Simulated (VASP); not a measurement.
# As (R-3m) in VASP: further runs

As is run at these levels: PBE, PBEsol; tasks: single point.

Program: VASP 6.6.1. These are calculated values, not measurements. Logs are shortened: lines on timing, memory, paths and dates and some standing lists are left out, and cuts for length are marked.

### Step 1. The cell of the first run

The structure is trigonal, space group R-3m (No. 166). Conventional cell: a = 3.808 Å, b = 3.808 Å, c = 10.814 Å, α = 90.00°, β = 90.00°, γ = 120.00°. Within 3.4 Å of As (site symmetry 3m) lie 6 As at 2.55 to 3.19 Å.

### Step 2. Single point, PBE

INCAR reads:

```
SYSTEM = As
PREC = Accurate
ENCUT = 600
EDIFF = 1E-6
ISMEAR = -1
SIGMA = 0.05
LREAL = .False.
LASPH = .True.
NELM = 120
ALGO = Normal
ISIF = 2
LWAVE = .False.
LCHARG = .False.
GGA = PE
NBANDS = 22
GGA_COMPAT = .False.
```

KPOINTS reads:

```
Automatic mesh
0
Gamma
  9 9 9
  0 0 0
```

POSCAR reads:

```
As
1.0
    1.9037978349      1.0991581924      3.6045211398
   -1.9037978349      1.0991581924      3.6045211398
    0.0000000000     -2.1983163849      3.6045211397
As
2
Direct
    0.2263270704      0.2263270704      0.2263270704
    0.7736729296      0.7736729296      0.7736729296
```

Potentials or basis: VASP PAW PBE potentials, release 64 (As_d).

On the command line:

```sh
$ cat potpaw_PBE.64/As_d/POTCAR > POTCAR
$ mpirun -np 1 vasp_std > vasp.out
```

OUTCAR:

```text
SYSTEM = As
   PREC = Accurate
   ENCUT = 600
   EDIFF = 1E-6
   ISMEAR = -1
   LREAL = .False.
   LASPH = .True.
   NELM = 120
   ISIF = 2
   GGA = PE

 ion  position               nearest neighbor table
   1  0.226  0.226  0.226-   2 2.55   2 2.55   2 2.55
   2  0.774  0.774  0.774-   1 2.55   1 2.55   1 2.55

  LATTYP: Found a trigonal (rhomboedric) cell.
 ALAT       =     4.2219862121
 COS(alpha) =     0.5933338432

  Lattice vectors:

 A1 = (   1.9037978349,   1.0991581924,   3.6045211398)
 A2 = (  -1.9037978349,   1.0991581924,   3.6045211398)
 A3 = (   0.0000000000,  -2.1983163849,   3.6045211397)

Analysis of symmetry for initial positions (statically):
=====================================================================
 Subroutine PRICEL returns:
 Original cell was already a primitive cell.

 Routine SETGRP: Setting up the symmetry group for a
 trigonal (rhombohedral) supercell.

 Subroutine GETGRP returns: Found 12 space group operations
 (whereof 12 operations were pure point group operations)
 out of a pool of 12 trial point group operations.

The static configuration has the point symmetry D_3d.

Analysis of symmetry for dynamics (positions and initial velocities):
=====================================================================
 Subroutine PRICEL returns:
 Original cell was already a primitive cell.

 Routine SETGRP: Setting up the symmetry group for a
 trigonal (rhombohedral) supercell.

 Subroutine GETGRP returns: Found 12 space group operations
 (whereof 12 operations were pure point group operations)
 out of a pool of 12 trial point group operations.

The dynamic configuration has the point symmetry D_3d.

 Subroutine INISYM returns: Found 12 space group operations
 (whereof 12 operations are pure point group operations),
 and found     1 'primitive' translations

----------------------------------------------------------------------------------------

                                     Primitive cell

  volume of cell :      45.2564

  direct lattice vectors                    reciprocal lattice vectors
     1.903797835  1.099158192  3.604521140     0.262632928  0.151631192  0.092476454
    -1.903797835  1.099158192  3.604521140    -0.262632928  0.151631192  0.092476454
     0.000000000 -2.198316385  3.604521140     0.000000000 -0.303262384  0.092476454

  length of vectors
[... 72 lines left out ...]
 SYSTEM =  As
   PREC   = accura    normal or accurate (medium, high low for compatibility)
   ISTART =      0    job   : 0-new  1-cont  2-samecut
   ICHARG =      2    charge: 1-file 2-atom 10-const
   ISPIN  =      1    spin polarized calculation?
   LNONCOLLINEAR =      F non collinear calculations
   LSORBIT =      F    spin-orbit coupling
   LASPH  =      T    aspherical Exc in radial PAW
   ENCUT  =  600.0 eV  44.10 Ry    6.64 a.u.   8.43  8.43  8.43*2*pi/ulx,y,z
   NELM   =    120;   NELMIN=  2; NELMDL= -5     # of ELM steps
   EDIFF  = 0.1E-05   stopping-criterion for ELM
   LREAL  =      F    real-space projection
   EDIFFG = 0.1E-04   stopping-criterion for IOM
   NSW    =      0    number of steps for IOM
   IBRION =     -1    ionic relax: 0-MD 1-quasi-New 2-CG
   NFREE  =      0    steps in history (QN), initial steepest desc. (CG)
   ISIF   =      2    stress and relaxation
   ISYM   =      2    0-nonsym 1-usesym 2-fastsym
   POTIM  = 0.5000    time-step for ionic-motion
   TEBEG  =    0.0;   TEEND  =   0.0 temperature during run
   PSTRESS=    0.0 pullay stress
   NELECT =      30.0000    total number of electrons
   NUPDOWN=      -1.0000    fix difference up-down
   EMIN   =  10.00;   EMAX   =-10.00  energy-range for DOS
   EFERMI =   0.00;   METHOD = LEGACY
   ISMEAR =    -1;   SIGMA  =   0.05  broadening in eV -4-tet -1-fermi 0-gaus
   EFERMI_NEDOS =   21; number of points for ismear=-14 and -15
   IALGO  =     38    algorithm
   IMIX   =      4    mixing-type and parameters
     AMIX     =   0.40;   BMIX     =  1.00
     AMIX_MAG =   1.60;   BMIX_MAG =  1.00
  volume/ion in A,a.u.               =      22.63       152.70
  Fermi-wavevector in a.u.,A,eV,Ry     =   1.427432  2.697455 27.722699  2.037561
  Thomas-Fermi vector in A             =   2.547602
   LORBIT       =      0    0 simple, 1 ext, 2 COOP (PROOUT), +10 PAW based schemes
   GGA     = PE    functional components
   LHFCALC =     F    Hartree Fock is set to
   AEXX    =    0.0000 exact exchange contribution
   IVDW    =     0    specifies the selected vdW correction
   LEPSILON=     F    determine dielectric tensor
   LRPA    =     F    only Hartree local field effects (RPA)
 non-spin polarized calculation
  energy-cutoff  :      600.00
  volume of cell :       45.26
 maximum number of plane-waves:      1545
 NGX is ok and might be reduce to    36
   NGX = 17   NGY = 17   NGZ = 17

 number of electron      30.0000001 magnetization

 Free energy of the ion-electron system (eV)
  ---------------------------------------------------
  ext. energy  EPLUGINS =         0.00000000
  ---------------------------------------------------
  free energy    TOTEN  =        -9.36835412 eV

  energy without entropy =       -9.36725135  energy(sigma->0) =       -9.36780273

 E-fermi :   3.3461     XC(G=0): -10.4038

 val. band max:        3.2429291509   @ k =   0.4444   0.0000   0.0000
 cond. band min:       3.4326539868   @ k =   0.4444   0.3333   0.3333
 fundamental gap:      0.1897248359
 Fermi energy:         3.3460672583

 k-point     1 :       0.0000    0.0000    0.0000
  band No.  band energies     occupation
      1     -32.8783      2.00000
      2     -32.8783      2.00000
      3     -32.8394      2.00000
      4     -32.8394      2.00000
      5     -32.8090      2.00000
      6     -32.7795      2.00000
[... 589 lines left out ...]
     21      14.4847      0.00000
     22      15.7578      0.00000

 [... further k-points ...]
[... 5 lines left out ...]
  --------------------------------------------------------------------------------------
  -------------------------------------------------------------------------------------
  Total        0.0230202      0.0230202      0.0189890     -0.0000000      0.0000000      0.0000000
  in kB        0.8149680      0.8149680      0.6722523     -0.0000000      0.0000000      0.0000000
  external PRESSURE =       0.7673961 kB  Pullay stress =       0.0000000 kB

 VOLUME and BASIS-vectors are now :
 -----------------------------------------------------------------------------
  energy-cutoff  :      600.00
  volume of cell :       45.26
      direct lattice vectors                 reciprocal lattice vectors
     1.903797835  1.099158192  3.604521140     0.262632928  0.151631192  0.092476454
    -1.903797835  1.099158192  3.604521140    -0.262632928  0.151631192  0.092476454
     0.000000000 -2.198316385  3.604521140     0.000000000 -0.303262384  0.092476454

 POSITION                                       TOTAL-FORCE (eV/Angst)
 -----------------------------------------------------------------------------------
      0.00000     -0.00000      2.44740         0.000000     -0.000000      0.015357
      0.00000     -0.00000      8.36616         0.000000      0.000000     -0.015357
 -----------------------------------------------------------------------------------
    total drift:                               -0.000000     -0.000000      0.000000

  FREE ENERGIE OF THE ION-ELECTRON SYSTEM (eV)
  ---------------------------------------------------
  free  energy   TOTEN  =        -9.3683541188 eV

  energy  without entropy=       -9.3672513490  energy(sigma->0) =       -9.36780273
```

OSZICAR:

```text
N       E                     dE             d eps       ncg     rms          rms(c)
DAV:   1     0.210916338262E+03    0.21092E+03   -0.14327E+04  4948   0.701E+03
DAV:   2     0.218085266293E+02   -0.18911E+03   -0.17973E+03  3818   0.932E+02
DAV:   3    -0.781414885511E+01   -0.29623E+02   -0.28974E+02  4112   0.153E+02
DAV:   4    -0.935511531233E+01   -0.15410E+01   -0.15377E+01  4402   0.403E+01
DAV:   5    -0.938577568679E+01   -0.30660E-01   -0.30659E-01  4202   0.707E+00    0.368E+00
DAV:   6    -0.937418559468E+01    0.11590E-01   -0.99153E-03  4852   0.121E+00    0.218E+00
DAV:   7    -0.936803907237E+01    0.61465E-02   -0.11337E-02  5208   0.113E+00    0.106E-01
DAV:   8    -0.936830073933E+01   -0.26167E-03   -0.10033E-03  4334   0.375E-01    0.357E-02
DAV:   9    -0.936835161600E+01   -0.50877E-04   -0.67624E-05  4674   0.614E-02    0.765E-03
DAV:  10    -0.936835343283E+01   -0.18168E-05   -0.51771E-06  3644   0.204E-02    0.376E-03
DAV:  11    -0.936835411876E+01   -0.68593E-06   -0.14672E-06  3582   0.987E-03
   1 F= -.93683541E+01 E0= -.93678027E+01  d E =-.110277E-02
```

stdout:

```text
POSCAR found type information on POSCAR As
 POSCAR found :  1 types and       2 ions
 scaLAPACK will be used
 LDA part: xc-table for (Slater+PW92), standard interpolation
 POSCAR, INCAR and KPOINTS ok, starting setup
 FFT: planning ... GRIDC
 FFT: planning ... GRID_SOFT
 FFT: planning ... GRID
 WAVECAR not read
 entering main loop
```

Wall time 41 s (1 thread of Intel Xeon 6975P-C (Granite Rapids), shared host); peak memory 0.25 GiB.

Results:

```
Free energy            : -9.3684 eV
Pressure               : 0.1 GPa
Largest force          : 0.015 eV/Å
Band gap on the k mesh : zero (band 15 reaches 3.43 eV, above the bottom of band 16 at 3.24 eV)
```

Forces on the atoms (eV/Å):
```
As   0.000  0.000  0.015
As   0.000  0.000 -0.015
```

(Part 1 of 2 ends here.)
